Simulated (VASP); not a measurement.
Here is a VASP 6.6.1 calculation.

Contents of INCAR:

```
SYSTEM = ZrN
  PREC = Accurate
  ENCUT = 520
  EDIFF = 1E-8
  ISMEAR = -1
  SIGMA = 0.01
  LREAL = .False.
  LASPH = .True.
  NELM = 120
  ALGO = Normal
  ISIF = 2
  LWAVE = .False.
  LCHARG = .False.
  GGA = PE
  LEFG = .True.
  NBANDS = 16
  GGA_COMPAT = .False.
```

The input KPOINTS:

```
Automatic mesh
0
Gamma
  9 9 9
  0 0 0
```

File POSCAR:

```
ZrN
1.0
    0.0000000000      2.2993577919      2.2993577919
    2.2993577919      0.0000000000      2.2993577919
    2.2993577919      2.2993577919      0.0000000000
Zr N
1 1
Direct
    0.0000000000      0.0000000000      0.0000000000
    0.5000000000      0.5000000000      0.5000000000
```

Potentials or basis: VASP PAW PBE potentials, release 64 (Zr_sv, N).

The run is started by

```console
$ cat potpaw_PBE.64/Zr_sv/POTCAR potpaw_PBE.64/N/POTCAR > POTCAR
$ mpirun -np 1 vasp_std > vasp.out
```

Q: What does it give for the pressure?

A: -0.4 GPa.

Caveat: without QUAD_EFG the Cq values of the log hold for a quadrupole moment of 1 mb, not for the nuclei.
